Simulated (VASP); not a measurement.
Write the native input for VASP 6.6.1 that does the following.

```yaml
Task: single point
Functional: LDA
Potentials_or_basis: VASP PAW LDA potentials, release 64 (Rb_sv, Ba_sv)
Cutoff: 520 eV
k_mesh: 7 × 7 × 7
Occupations: fermi-dirac, width 0.1 eV
Spin: no spin polarisation
Dipole_correction: no
Further_INCAR_settings: ALGO = Normal; EDIFF = 1e-06; NBANDS = 28
```

The structure of RbBa3 lies in POSCAR:

```
RbBa3
1.0
    0.0000000000      4.8693869840      4.8693869840
    4.8693869840      0.0000000000      4.8693869840
    4.8693869840      4.8693869840      0.0000000000
Rb Ba
1 3
Direct
    0.0000000000      0.0000000000      0.0000000000
    0.2500000000      0.2500000000      0.2500000000
    0.7500000000      0.7500000000      0.7500000000
    0.5000000000      0.5000000000      0.5000000000
```

One way to write it, as run:

INCAR

```
ALGO     = Normal         # electronic algorithm
EDIFF    = 1E-6           # SCF threshold, eV
ENCUT    = 520            # plane-wave cutoff, eV
GGA      = CA             # functional
ISIF     = 2              # what is computed and relaxed
ISMEAR   = -1             # smearing method
LASPH    = T              # aspherical terms in the spheres
LCHARG   = F              # write CHGCAR
LREAL    = F              # projectors in reciprocal space
LWAVE    = F              # write WAVECAR
NBANDS   = 28             # bands
NELM     = 80             # most SCF steps
PREC     = Accurate       # precision mode
SIGMA    = 0.1            # smearing width, eV
```

KPOINTS

```
k-points
0
Gamma
  7 7 7
```

Potentials or basis: VASP PAW LDA potentials, release 64 (Rb_sv, Ba_sv).

Command:

```console
$ cat potpaw_LDA.64/Rb_sv/POTCAR potpaw_LDA.64/Ba_sv/POTCAR > POTCAR
$ mpirun -np 1 vasp_std > vasp.out
```

Results of the run:

| Item | Value |
| --- | --- |
| Pressure | 0.1 GPa |
| Band gap on the k mesh | zero (an odd number of electrons rules out a gap without spin polarisation) |

Caveat: spin-orbit coupling is left out, which moves the levels of the heavy elements.

Wall time 3.5 min on 1 thread of Oxide Virtual Turin-like Processor, with other jobs on the host, peak memory 0.32 GiB.
